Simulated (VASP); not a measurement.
## Sn: single point with LDA

Crystal: Sn.

```
Sn
1.0
    -2.91615    2.91615    1.59115
     2.91615   -2.91615    1.59115
     2.91615    2.91615   -1.59115
Sn
2
Direct
  0.00000 0.00000 0.00000
  0.75000 0.25000 0.50000
```

```json
{
 "Program": "VASP 6.6.1",
 "Task": "single point",
 "Functional": "LDA",
 "Potentials or basis": "VASP PAW LDA potentials, release 64 (Sn_d)",
 "Cutoff": "520 eV",
 "k mesh": "6 × 6 × 6",
 "Occupations": "gaussian, width 0.1 eV",
 "Spin": "no spin polarisation"
}
```

The pressure is -1.9 GPa and the band gap on the k mesh is zero (band 14 reaches 8.76 eV, above the bottom of band 15 at 4.93 eV).

Stress tensor (GPa, compression positive):
```
-1.28  0.00  0.00
 0.00 -1.28  0.00
 0.00  0.00 -3.06
```

Levels at points of the mesh, in eV from the Fermi level:
| k point | band 10 | band 11 | band 12 | band 13 | band 14 | band 15 | band 16 | band 17 | band 18 | band 19 |
| --- | --- | --- | --- | --- | --- | --- | --- | --- | --- | --- |
| (0.00, 0.00, 0.00) | -21.19 | -11.32 | -3.86 | -2.11 | -2.11 | 2.94 | 6.04 | 6.04 | 6.61 | 6.69 |
| (0.50, 0.00, 0.00) | -21.26 | -7.13 | -5.58 | -2.50 | -1.85 | -1.29 | 2.16 | 2.68 | 4.53 | 7.09 |
| (0.50, 0.50, 0.00) | -21.32 | -9.07 | -9.07 | 0.46 | 0.46 | 1.44 | 1.44 | 5.80 | 5.80 | 9.47 |
| (0.50, 0.50, 0.50) | -21.39 | -7.74 | -7.74 | -4.93 | -4.93 | 4.85 | 4.85 | 9.17 | 9.17 | 12.51 |

Wall time 23 s on 1 thread of Intel(R) Xeon(R) Platinum 8259CL CPU @ 2.50GHz (Skylake/Cascade Lake), on a shared host, peak memory 0.18 GiB.

Caveat: the k points lie up to 0.37 Å⁻¹ apart; spin-orbit coupling is left out, which moves the levels of the heavy elements.
